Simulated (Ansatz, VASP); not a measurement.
## One calculation of BeTe, two programs

File POSCAR:

```
BeTe
1.0
    0.0000000000      2.7700000000      2.8808000000
    2.7700000000      0.0000000000      2.8808000000
    2.7700000000      2.7700000000      0.0000000000
Be Te
1 1
Direct
    0.0000000000      0.0000000000      0.0000000000
    0.7500000000      0.7500000000      0.7500000000
```

The input INCAR.step1:

```
SYSTEM = BeTe
ALGO = Normal
EDIFF = 1E-5
ENCUT = 660
GGA = PE
GGA_COMPAT = .False.
ISMEAR = 0
LASPH = .True.
LCHARG = .False.
LREAL = .False.
LWAVE = .True.
NBANDS = 11
NELM = 120
PREC = Accurate
SIGMA = 0.05
```

File INCAR.step2:

```
SYSTEM = BeTe
ALGO = Normal
EDIFF = 1E-6
ENCUT = 660
GGA_COMPAT = .False.
ISIF = 2
ISMEAR = 0
ISTART = 1
LASPH = .True.
LCHARG = .True.
LELF = .True.
LMIXTAU = .True.
LREAL = .False.
LVHAR = .True.
LWAVE = .False.
METAGGA = R2SCAN
NBANDS = 11
NELM = 120
PREC = Accurate
SIGMA = 0.05
```

KPOINTS

```
k-points
0
Gamma
  8 8 8
  0 0 0
```

Input for Ansatz:

```yaml
crystal:
  lattice:
    - [0.0, 2.77, 2.8808]
    - [2.77, 0.0, 2.8808]
    - [2.77, 2.77, 0.0]
  atoms:
    - { symbol: Be, position: [0.0, 0.0, 0.0] }
    - { symbol: Te, position: [0.75, 0.75, 0.75] }
basis:
  ecutwfc: 500
kpoints:
  mp_grid: { grid: [8, 8, 8] }
hamiltonian:
  xc: r2scan
scf:
  occupations: { method: gaussian, width: 0.05 }
output:
  forces: true
  stress: true
  eigenvalues: true
```

Change from the starting cell: strain +0.000 along x and y, +0.040 along z, atoms carried along.

Alike in both runs: task single point; functional r2SCAN; k mesh 8 × 8 × 8; occupations gaussian, width 0.05 eV; no spin polarisation.

```csv
,VASP,Ansatz
version,VASP 6.6.1,Ansatz 0.2.0
potentials or method,"VASP PAW PBE potentials, release 64 (Be, Te), cutoff 660 eV","scalar-relativistic, plane waves, PAW"
valence electrons in the cell,8,18
```

Ansatz gave:

```
gap on the k mesh at the Fermi level (eV)                     : 2.15
least direct gap on the mesh (eV)                             : 3.92
pressure (GPa)                                                : 1.5
traceless stress, the component that is largest in VASP (GPa) : -1.80
```

Problem. What did VASP give for the same quantities?

Solution. gap on the k mesh at the Fermi level (eV): 2.14; least direct gap on the mesh (eV): 3.91; pressure (GPa): 1.7; traceless stress, the component that is largest in VASP (GPa): -1.79.

VASP's potentials were made for PBE, not for r2SCAN. VASP's potentials hold 8 valence electrons a cell and Ansatz's 18, so a difference there can come from the potentials and not from the codes.

Spin-orbit coupling is off throughout.
